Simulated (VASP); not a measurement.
The system is HfO2.

```
Hf O
1.0
     0.00000    2.55750    2.55750
     2.55750    0.00000    2.55750
     2.55750    2.55750    0.00000
Hf O
1 2
Direct
  0.00000 0.00000 0.00000
  0.25000 0.25000 0.25000
  0.75000 0.75000 0.75000
```

```yaml
Program: VASP 6.6.1
Task: relaxation of cell and atoms
Functional: PBE
Potentials_or_basis: VASP PAW PBE potentials, release 64 (Hf_pv, O)
Cutoff: 600 eV
k_mesh: 8 × 8 × 8
Occupations: methfessel-paxton, width 0.1 eV
Spin: no spin polarisation
```

At the start: pressure -6.2 GPa; volume 11.15 Å³/atom.

Question: Where does the relaxation end?

Answer: Over 3 steps the energy falls by 5.7 meV/atom and the volume is 10.87 Å³/atom (-2.6 %); space group Fm-3m (No. 225, to 0.1 Å) before and after.

Step by step:
| step | energy change (eV) | largest force (eV/Å) | pressure (GPa) | volume (Å³) |
| --- | --- | --- | --- | --- |
| 1 | 0.0000 | 0.0000 | -6.24 | 33.46 |
| 2 | 0.0194 | 0.0000 | 10.19 | 31.40 |
| 3 | -0.0172 | 0.0000 | -0.06 | 32.60 |

Final structure:
```
CELL_PARAMETERS angstrom
0.00000 2.53545 2.53545
2.53545 0.00000 2.53545
2.53545 2.53545 0.00000
ATOMIC_POSITIONS crystal
Hf 0.00000 0.00000 0.00000
O 0.25000 0.25000 0.25000
O 0.75000 0.75000 0.75000
```
